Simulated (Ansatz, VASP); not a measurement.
**LiF in VASP and in Ansatz**

```xyz
2
Lattice="0.0000 1.8529 2.1751 1.8529 0.0000 2.1751 1.8529 1.8529 0.0000" Properties=species:S:1:pos:R:3 pbc="T T T"
Li    0.0000    0.0000    0.0000
F     1.8529    1.8529    2.1751
```

Change from the starting cell: strain -0.080 along x and y, +0.080 along z, atoms carried along.

Alike in both runs: task single point; functional r2SCAN; k mesh 10 × 10 × 10; occupations gaussian, width 0.05 eV; no spin polarisation.

|  | VASP | Ansatz |
| --- | --- | --- |
| version | VASP 6.6.1 | Ansatz 0.2.0 |
| potentials or method | VASP PAW PBE potentials, release 64 (Li_sv, F), cutoff 520 eV | scalar-relativistic, plane waves, PAW |
| valence electrons in the cell | 10 | 10 |

|  | VASP | Ansatz | Ansatz less VASP |
| --- | --- | --- | --- |
| gap on the k mesh at the Fermi level (eV) | 10.83 | 10.67 | -0.153 |
| least direct gap on the mesh (eV) | 10.83 | 10.67 | -0.153 |

VASP's potentials were made for PBE, not for r2SCAN. With one functional, cell and mesh, what is left measures potentials, basis and numerics.

Noted on VASP's run: the cutoff is short for stress, so the pressure is rough.
